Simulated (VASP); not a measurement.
Runs of VASP 6.6.1 on Pt. The structure is that of space group Cmcm (No. 63), or close to it. The cells are those of the table. 

```csv
cell,further INCAR settings,gap on the mesh (eV),pressure (GPa),largest force (eV/Å)
"a = 2.621, b = 2.936, c = 4.781 Å, angles 90.0, 90.0, 116.5°, 2 atoms",ALGO = Fast; EDIFF = 1e-06; NBANDS = 17,none,-5.8,0.03
"a = 2.621, b = 3.044, c = 4.781 Å, angles 90.0, 90.0, 115.5°, 2 atoms",ALGO = Fast; EDIFF = 1e-07; NBANDS = 17,none,-11.5,0.02
"a = 3.034, b = 2.830, c = 4.781 Å, angles 90.0, 90.0, 122.4°, 2 atoms",ALGO = Fast; EDIFF = 1e-07; NBANDS = 17,none,-17.3,0.07
"a = 3.172, b = 2.672, c = 4.781 Å, angles 90.0, 90.0, 126.4°, 2 atoms",ALGO = Fast; EDIFF = 1e-07; NBANDS = 17,none,-1.8,0.19
"a = 3.034, b = 2.730, c = 4.781 Å, angles 90.0, 90.0, 123.8°, 2 atoms",ALGO = Fast; EDIFF = 1e-07; NBANDS = 17,none,(b),0.11
"a = 2.759, b = 2.968, c = 4.781 Å, angles 90.0, 90.0, 117.7°, 2 atoms",ALGO = Fast; EDIFF = 1e-06; NBANDS = 17,none,(a),0.03
"a = 2.759, b = 3.074, c = 4.781 Å, angles 90.0, 90.0, 116.7°, 2 atoms",ALGO = Fast; EDIFF = 1e-06; NBANDS = 17,none,-21.0,0.02
"a = 2.483, b = 3.015, c = 4.781 Å, angles 90.0, 90.0, 114.3°, 2 atoms",ALGO = Fast; EDIFF = 1e-06; NBANDS = 17,none,5.0,0.08
"a = 3.172, b = 2.769, c = 4.781 Å, angles 90.0, 90.0, 124.9°, 2 atoms",ALGO = Fast; EDIFF = 1e-06; NBANDS = 17,none,-14.2,0.13
```

Alike in all rows: task single point; level PBE; potentials or basis VASP PAW PBE potentials, release 64 (Pt); no spin polarisation; k mesh 18 × 18 × 10; cutoff (eV) 520; smearing gaussian 0.15 eV.

Problem. Fill in the values left out.

Solution. (a) -16.9; (b) -7.3.

Caveats: spin-orbit coupling is left out, which moves the levels of the heavy elements; the stress differs along the axes, from -17 to 10 GPa (at least some runs); the stress differs along the axes, from -22 to 5 GPa (at least some runs); the cell stands under tension (at least some runs); the stress differs along the axes, from -12 to 10 GPa (at least some runs); the stress differs along the axes, from -11 to -0 GPa (at least some runs); the stress differs along the axes, from -22 to -12 GPa (at least some runs).

A k mesh can miss the band edges, and the runs leave out spin-orbit coupling on Pt.

A gap of «none» marks levels without a gap at the run's occupations.
